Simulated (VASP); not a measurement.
# Zn (P6_3/mmc) in VASP: a series of runs, part 2 of 2

VASP 6.6.1. Earlier steps stand in the parts before.

### Step 4. Single point, RPBE

This run uses another cell than the first one, of 15.79 Å³/atom, 1.045 times its volume.

Input file INCAR:

```
SYSTEM = Zn
PREC = Accurate
ENCUT = 520
EDIFF = 1E-6
ISMEAR = -1
SIGMA = 0.0242
LREAL = .False.
LASPH = .True.
NELM = 80
ALGO = Normal
ISIF = 2
LWAVE = .False.
LCHARG = .True.
GGA = RP
LELF = .True.
LVHAR = .True.
NBANDS = 32
```

Input file KPOINTS:

```
regular mesh
0
Gamma
  7 7 2
  0 0 0
```

Input file POSCAR:

```
Zn
1.0
    1.3747789575      2.3811870035      0.0000000000
   -1.3747789575      2.3811870035      0.0000000000
    0.0000000000      0.0000000000      9.6491494921
Zn
4
Direct
    0.0000000000      0.0000000000      0.0000000000
    0.0000000000      0.0000000000      0.5000000000
    0.3333333333      0.3333333333      0.7500000000
    0.6666666667      0.6666666667      0.2500000000
```

Potentials or basis: VASP PAW PBE potentials, release 64 (Zn).

Command:

```console
cat potpaw_PBE.64/Zn/POTCAR > POTCAR
mpirun -np 1 vasp_std > vasp.out
```

OUTCAR:

```text
SYSTEM = Zn
   PREC = Accurate
   ENCUT = 520
   EDIFF = 1E-6
   ISMEAR = -1
   LREAL = .False.
   LASPH = .True.
   NELM = 80
   ISIF = 2
   GGA = RP

 ion  position               nearest neighbor table
   1  0.000  0.000  0.000-   3 2.89   4 2.89   4 2.89   4 2.89   3 2.89   3 2.89
   2  0.000  0.000  0.500-   3 2.89   4 2.89   4 2.89   4 2.89   3 2.89   3 2.89
   3  0.333  0.333  0.750-   1 2.89   2 2.89   1 2.89   2 2.89   1 2.89   2 2.89
   4  0.667  0.667  0.250-   1 2.89   2 2.89   1 2.89   2 2.89   1 2.89   2 2.89

  LATTYP: Found a hexagonal cell.
 ALAT       =     2.7495579149
 C/A-ratio  =     3.5093457896

  Lattice vectors:

 A1 = (   1.3747789575,  -2.3811870035,   0.0000000000)
 A2 = (   1.3747789575,   2.3811870035,   0.0000000000)
 A3 = (   0.0000000000,   0.0000000000,   9.6491494921)

Analysis of symmetry for initial positions (statically):
=====================================================================
 Subroutine PRICEL returns:
 Original cell was already a primitive cell.

 Routine SETGRP: Setting up the symmetry group for a
 hexagonal supercell.

 Subroutine GETGRP returns: Found 24 space group operations
 (whereof 12 operations were pure point group operations)
 out of a pool of 24 trial point group operations.

The static configuration has the point symmetry D_3d.
 The point group associated with its full space group is D_6h.

Analysis of symmetry for dynamics (positions and initial velocities):
=====================================================================
 Subroutine PRICEL returns:
 Original cell was already a primitive cell.

 Routine SETGRP: Setting up the symmetry group for a
 hexagonal supercell.

 Subroutine GETGRP returns: Found 24 space group operations
 (whereof 12 operations were pure point group operations)
 out of a pool of 24 trial point group operations.

The dynamic configuration has the point symmetry D_3d.
 The point group associated with its full space group is D_6h.
[... 110 lines left out ...]
   EFERMI_NEDOS =   21; number of points for ismear=-14 and -15
   IALGO  =     38    algorithm
   IMIX   =      4    mixing-type and parameters
     AMIX     =   0.40;   BMIX     =  1.00
     AMIX_MAG =   1.60;   BMIX_MAG =  1.00
  volume/ion in A,a.u.               =      15.79       106.58
  Fermi-wavevector in a.u.,A,eV,Ry     =   1.493849  2.822966 30.362565  2.231586
  Thomas-Fermi vector in A             =   2.606197
   LORBIT       =      0    0 simple, 1 ext, 2 COOP (PROOUT), +10 PAW based schemes
   GGA     = RP    functional components
   LHFCALC =     F    Hartree Fock is set to
   AEXX    =    0.0000 exact exchange contribution
   IVDW    =     0    specifies the selected vdW correction
   LEPSILON=     F    determine dielectric tensor
   LRPA    =     F    only Hartree local field effects (RPA)
 non-spin polarized calculation
  energy-cutoff  :      520.00
  volume of cell :       63.18
 maximum number of plane-waves:      1720
   NGX = 11   NGY = 11   NGZ = 35

 number of electron      48.0000046 magnetization

 Free energy of the ion-electron system (eV)
  ---------------------------------------------------
  ext. energy  EPLUGINS =         0.00000000
  ---------------------------------------------------
  free energy    TOTEN  =        -3.07814691 eV

  energy without entropy =       -3.07642307  energy(sigma->0) =       -3.07728499

 E-fermi :   3.1342     XC(G=0): -11.2321

 val. band max:        3.0922731837   @ k =  -0.4286   0.1429   0.0000
 cond. band min:       3.2706685839   @ k =   0.4286   0.0000   0.5000
 fundamental gap:      0.1783954001
 Fermi energy:         3.1342143424

 k-point     1 :       0.0000    0.0000    0.0000
  band No.  band energies     occupation
      1      -7.0861      2.00000
      2      -5.7302      2.00000
      3      -5.7194      2.00000
      4      -5.3139      2.00000
      5      -4.6784      2.00000
      6      -4.5644      2.00000
[... 549 lines left out ...]
     31       8.1506      0.00000
     32       8.1506      0.00000

------------------------ aborting loop because EDIFF is reached ----------------------------------------

  FORCE on cell =-STRESS in cart. coord.  units (eV):
  Direction    XX          YY          ZZ          XY          YZ          ZX
  --------------------------------------------------------------------------------------
  -------------------------------------------------------------------------------------
  Total        0.0962483      0.0962483      0.0615405      0.0000000     -0.0000000      0.0000000
  in kB        2.4409473      2.4409473      1.5607255      0.0000000     -0.0000000      0.0000000
  external PRESSURE =       2.1475400 kB  Pullay stress =       0.0000000 kB

 VOLUME and BASIS-vectors are now :
 -----------------------------------------------------------------------------
  energy-cutoff  :      520.00
  volume of cell :       63.18
      direct lattice vectors                 reciprocal lattice vectors
     1.374778958  2.381187004  0.000000000     0.363694831  0.209979308  0.000000000
    -1.374778958  2.381187004  0.000000000    -0.363694831  0.209979308  0.000000000
     0.000000000  0.000000000  9.649149492     0.000000000  0.000000000  0.103636077

 POSITION                                       TOTAL-FORCE (eV/Angst)
 -----------------------------------------------------------------------------------
      0.00000      0.00000      0.00000         0.000000     -0.000000      0.000000
      0.00000      0.00000      4.82457         0.000000     -0.000000      0.000000
      0.00000      1.58746      7.23686        -0.000000      0.000000     -0.000000
      0.00000      3.17492      2.41229         0.000000     -0.000000      0.000000
 -----------------------------------------------------------------------------------
    total drift:                               -0.000000      0.000000      0.000000

  FREE ENERGIE OF THE ION-ELECTRON SYSTEM (eV)
  ---------------------------------------------------
  free  energy   TOTEN  =        -3.0781469053 eV

  energy  without entropy=       -3.0764230704  energy(sigma->0) =       -3.07728499
```

stdout:

```text
POSCAR found type information on POSCAR Zn
 POSCAR found :  1 types and       4 ions
 scaLAPACK will be used
 -----------------------------------------------------------------------------
|                                                                             |
|                                                                             |
|     You enforced a specific xc type in the INCAR file but a different       |
|     I HOPE YOU KNOW WHAT YOU ARE DOING!                                     |
|                                                                             |
 -----------------------------------------------------------------------------

 LDA part: xc-table for (Slater+PW92), standard interpolation
 POSCAR, INCAR and KPOINTS ok, starting setup
 FFT: planning ... GRIDC
 FFT: planning ... GRID_SOFT
 FFT: planning ... GRID
 WAVECAR not read
 entering main loop
```

It took 23 s on 1 thread of Intel Xeon Platinum 8488C (Sapphire Rapids), shared host; peak memory 0.17 GiB.

What came out:

* Free energy: -3.0781 eV
* Pressure: 0.2 GPa
* Band gap on the k mesh: zero (band 24 reaches 4.05 eV, above the bottom of band 25 at 0.63 eV)

Levels at points of the mesh, in eV from the Fermi level:
| k point | band 21 | band 22 | band 23 | band 24 | band 25 | band 26 | band 27 | band 28 |
| --- | --- | --- | --- | --- | --- | --- | --- | --- |
| (0.00, 0.00, 0.00) | -7.23 | -7.12 | -7.12 | -3.33 | -2.50 | 5.43 | 5.43 | 15.10 |
| (0.00, 0.00, 0.50) | -7.16 | -7.16 | -5.88 | -5.88 | 0.90 | 0.90 | 10.61 | 10.61 |

Caveat: the k points lie up to 0.38 Å⁻¹ apart; the PAW data sets were made with another functional, which shifts forces and pressure a little.

### Step 5. Relaxation of cell and atoms, PBE

This run uses another cell than the first one, of 15.07 Å³/atom, 0.997 times its volume.

Input file INCAR:

```
SYSTEM = Zn
  PREC = Accurate
  ENCUT = 600
  EDIFF = 1E-6
  ISMEAR = -1
  SIGMA = 0.0242
  LREAL = .FALSE.
  LASPH = .TRUE.
  NELM = 60
  ALGO = Normal
  ISIF = 3
  LWAVE = .FALSE.
  LCHARG = .FALSE.
  GGA = PE
  IBRION = 2
  NSW = 60
  EDIFFG = -0.01
```

Input file KPOINTS:

```
regular mesh
0
G
  7 7 2
  0 0 0
```

Input file POSCAR:

```
Zn
1.0
    1.3902090000      2.4079110000      0.0000000000
   -1.3902090000      2.4079110000      0.0000000000
    0.0000000000      0.0000000000      9.0039440000
Zn
4
Direct
    0.0000000000      0.0000000000      0.0000000000
    0.0000000000      0.0000000000      0.5000000000
    0.3333300000      0.3333400000      0.7500000000
    0.6666600000      0.6666700000      0.2500000000
```

Potentials or basis: VASP PAW PBE potentials, release 64 (Zn).

Command:

```console
cat potpaw_PBE.64/Zn/POTCAR > POTCAR
mpirun -np 1 vasp_std > vasp.out
```

OUTCAR:

```text
SYSTEM = Zn
   PREC = Accurate
   ENCUT = 600
   EDIFF = 1E-6
   ISMEAR = -1
   LREAL = .FALSE.
   LASPH = .TRUE.
   NELM = 60
   ISIF = 3
   GGA = PE
   IBRION = 2
   NSW = 60
   EDIFFG = -0.01

 ion  position               nearest neighbor table
   1  0.000  0.000  0.000-   4 2.76   3 2.76   4 2.76   3 2.76   4 2.76   3 2.76
   2  0.000  0.000  0.500-   4 2.76   3 2.76   4 2.76   3 2.76   4 2.76   3 2.76
   3  0.333  0.333  0.750-   1 2.76   2 2.76   1 2.76   2 2.76   1 2.76   2 2.76
   4  0.667  0.667  0.250-   1 2.76   2 2.76   1 2.76   2 2.76   1 2.76   2 2.76

  LATTYP: Found a hexagonal cell.
 ALAT       =     2.7804165961
 C/A-ratio  =     3.2383434960

  Lattice vectors:

 A1 = (   1.3902090000,  -2.4079110000,   0.0000000000)
 A2 = (   1.3902090000,   2.4079110000,   0.0000000000)
 A3 = (   0.0000000000,   0.0000000000,   9.0039440000)

Analysis of symmetry for initial positions (statically):
=====================================================================
 Subroutine PRICEL returns:
 Original cell was already a primitive cell.

 Routine SETGRP: Setting up the symmetry group for a
 hexagonal supercell.

[... 179 lines left out ...]
  --------------------------------------------------------------------------------------
  -------------------------------------------------------------------------------------
  Total       -0.6709412     -0.6707916      2.2653099      0.0000000      0.0000000      0.0000000
  in kB      -17.8324809    -17.8285047     60.2080977      0.0000000      0.0000000      0.0000000
  external PRESSURE =       8.1823707 kB  Pullay stress =       0.0000000 kB
[... 291 lines left out ...]
--------------------------------------- Ionic step        9  -------------------------------------------

 number of electron      47.9999946 magnetization

 Free energy of the ion-electron system (eV)
  ---------------------------------------------------
  ext. energy  EPLUGINS =         0.00000000
  ---------------------------------------------------
  free energy    TOTEN  =        -4.51629574 eV

  energy without entropy =       -4.51450942  energy(sigma->0) =       -4.51540258

 E-fermi :   3.1190     XC(G=0): -11.5383

 val. band max:        3.0615243755   @ k =   0.2857   0.4286   0.0000
 cond. band min:       3.2277243329   @ k =   0.0000   0.0000   0.5000
 fundamental gap:      0.1661999574
 Fermi energy:         3.1189742396

 k-point     1 :       0.0000    0.0000    0.0000
  band No.  band energies     occupation
      1      -7.2899      2.00000
      2      -6.0502      2.00000
      3      -6.0499      2.00000
      4      -5.5262      2.00000
      5      -4.8335      2.00000
      6      -4.5910      2.00000
[... 733 lines left out ...]
     27      12.1851      0.00000
     28      12.1851      0.00000

 [... further k-points ...]

------------------------ aborting loop because EDIFF is reached ----------------------------------------

  FORCE on cell =-STRESS in cart. coord.  units (eV):
  Direction    XX          YY          ZZ          XY          YZ          ZX
  --------------------------------------------------------------------------------------
  -------------------------------------------------------------------------------------
  Total        0.0003119      0.0003653      0.0251089      0.0000000      0.0000000      0.0000000
  in kB        0.0081996      0.0096014      0.6600181      0.0000000      0.0000000      0.0000000
  external PRESSURE =       0.2259397 kB  Pullay stress =       0.0000000 kB
[... 19 lines left out ...]
  FREE ENERGIE OF THE ION-ELECTRON SYSTEM (eV)
  ---------------------------------------------------
  free  energy   TOTEN  =        -4.5162957382 eV

  energy  without entropy=       -4.5145094231  energy(sigma->0) =       -4.51540258

 reached required accuracy - stopping structural energy minimisation
```

It took 3.9 min on 1 thread of Intel Xeon Platinum 8488C (Sapphire Rapids), shared host; peak memory 0.22 GiB.

What came out:

| Item | Value |
| --- | --- |
| Free energy | -4.5163 eV |
| Relaxed volume | 15.24 Å³/atom |
| Relaxed cell | a = 2.657 Å, b = 2.657 Å, c = 9.973 Å, α = 90.00°, β = 90.00°, γ = 60.00° |
| Space group after relaxing (to 0.05 Å) | P6_3/mmc (No. 194) |
| Energy gained by relaxing | 28.4 meV/atom |
| Ionic steps | 9 |
| Pressure after relaxing | 0.0 GPa |
| Band gap on the k mesh | zero (band 24 reaches 4.65 eV, above the bottom of band 25 at -0.07 eV) |

The path:
```tsv
step	energy change (eV)	largest force (eV/Å)	pressure (GPa)	volume (Å³)
1	0.0000	0.0000	0.82	60.28
2	-0.0809	0.0000	-0.50	60.93
3	-0.0988	0.0000	-2.17	62.61
4	-0.0998	0.0000	-2.02	62.91
5	-0.1012	0.0000	-2.06	62.76
6	-0.0949	0.0000	1.61	60.13
7	-0.1104	0.0000	-0.55	61.61
8	-0.1136	0.0000	-0.12	61.01
9	-0.1136	0.0000	0.02	60.95
```

Final structure:
```yaml
crystal:
  lattice:
    - [1.32826, 2.30062, 0.00000]
    - [-1.32826, 2.30062, 0.00000]
    - [0.00000, 0.00000, 9.97294]
  atoms:
    - { symbol: Zn, position: [0.00000, 0.00000, 0.00000] }
    - { symbol: Zn, position: [0.00000, 0.00000, 0.50000] }
    - { symbol: Zn, position: [0.33333, 0.33334, 0.75000] }
    - { symbol: Zn, position: [0.66666, 0.66667, 0.25000] }
```

Levels at points of the mesh, in eV from the Fermi level:
```tsv
k point	band 21	band 22	band 23	band 24	band 25	band 26	band 27	band 28
(0.00, 0.00, 0.00)	-7.21	-7.12	-7.12	-3.70	-3.19	4.35	4.35	13.21
(0.00, 0.00, 0.50)	-7.15	-7.15	-6.16	-6.16	0.11	0.11	9.19	9.19
```

Caveat: the k points lie up to 0.39 Å⁻¹ apart in the final cell.

### Step 6. The runs side by side

| task | level | cell | cutoff (eV) | smearing | gap on the mesh (eV) | pressure (GPa) |
| --- | --- | --- | --- | --- | --- | --- |
| single point | PBE | a = 2.710, b = 2.710, c = 9.511 Å, angles 90.0, 90.0, 60.0°, 4 atoms | 520 | fermi-dirac 0.0242 eV | none | 0.3 |
| single point | PBE | a = 2.649, b = 2.649, c = 10.259 Å, angles 90.0, 90.0, 60.0°, 4 atoms | 520 | tetrahedron | none | 0.4 |
| single point | RPBE | a = 2.750, b = 2.750, c = 9.649 Å, angles 90.0, 90.0, 60.0°, 4 atoms | 520 | fermi-dirac 0.0242 eV | none | 0.2 |
| relaxation of cell and atoms | PBE | relaxed from a = 2.780, b = 2.780, c = 9.004 Å, angles 90.0, 90.0, 60.0°, 4 atoms | 600 | fermi-dirac 0.0242 eV | none | 0.0 |

Alike in all rows: potentials or basis VASP PAW PBE potentials, release 64 (Zn); no spin polarisation; k mesh 7 × 7 × 2.

Caveats: all runs use coarse meshes; the PAW data sets were made with another functional, which shifts forces and pressure a little (some runs).

Absolute energies hang on the potentials; compare differences alone.
